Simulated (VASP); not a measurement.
Write the native input for VASP 6.6.1 that does the following.

| Property | Result |
| --- | --- |
| Task | single point |
| Functional | PBEsol |
| Potentials or basis | VASP PAW PBE potentials, release 64 (W_sv, B) |
| Cutoff | 520 eV |
| k mesh | 3 × 3 × 3 |
| Occupations | gaussian, width 0.1 eV |
| Spin | no spin polarisation |
| Dipole correction | no |
| Further INCAR settings | LREAL = Auto; ALGO = Normal; EDIFF = 1e-07; NBANDS = 128 |

The structure of BW16 (a cell with a defect) lies in POSCAR:

```
BW16
1.0
    6.3200000000      0.0000000000      0.0000000000
    0.0000000000      6.3200000000      0.0000000000
    0.0000000000      0.0000000000      6.3200000000
W B
16 1
Direct
    0.0001391977      0.0025451879     -0.0048011819
    0.5001464722     -0.0098044129     -0.0171154895
    0.0001381242      0.4980870244     -0.0048076329
    0.0001461905      0.0025529077      0.4907477545
    0.3034896283      0.2502910922      0.2430251990
    0.5001466217      0.5104075730     -0.0171232209
    0.5001434749     -0.0098848728      0.5031356697
    0.6968040836      0.2502923706      0.2429508063
    0.0001458411      0.4980474791      0.4907231707
    0.2518037202      0.7502858973      0.2429616416
    0.2518290860      0.2502873078      0.7429329813
    0.5001431041      0.5104516622      0.5031037649
    0.7484879263      0.7502868710      0.2429756131
    0.7484593615      0.2502875693      0.7428871638
    0.2466355870      0.7502828658      0.7430164421
    0.7536636922      0.7502832888      0.7430341401
    0.0001468884      0.2502783887      0.2429155781
```

The input as run:

INCAR

```
ALGO     = Normal         # electronic algorithm
EDIFF    = 1E-7           # SCF threshold, eV
ENCUT    = 520            # plane-wave cutoff, eV
GGA      = PS             # functional
ISIF     = 2              # what is computed and relaxed
ISMEAR   = 0              # smearing method
LASPH    = True           # aspherical terms in the spheres
LCHARG   = True           # write CHGCAR
LELF     = True           # ELF
LREAL    = Auto         
LVHAR    = True         
LWAVE    = False          # write WAVECAR
NBANDS   = 128            # bands
NELM     = 60             # most SCF steps
PREC     = Accurate       # precision mode
SIGMA    = 0.1            # smearing width, eV
```

KPOINTS

```
k-points
0
Gamma
  3 3 3
```

Potentials or basis: VASP PAW PBE potentials, release 64 (W_sv, B).

Launch:

```sh
$ cat potpaw_PBE.64/W_sv/POTCAR potpaw_PBE.64/B/POTCAR > POTCAR
$ mpirun -np 1 vasp_std > vasp.out
```

Results of the run:

```yaml
Pressure: 11.3 GPa
Largest_force: 0.060 eV/Å
Band_gap_on_the_k_mesh: zero (an odd number of electrons rules out a gap without spin polarisation)
```

Caveat: the PAW data sets were made with another functional, which shifts forces and pressure a little; spin-orbit coupling is left out, which moves the levels of the heavy elements.

Wall time 15 min on 1 thread of Intel(R) Xeon(R) Platinum 8259CL CPU @ 2.50GHz (Skylake/Cascade Lake), with other jobs on the host, peak memory 0.49 GiB.
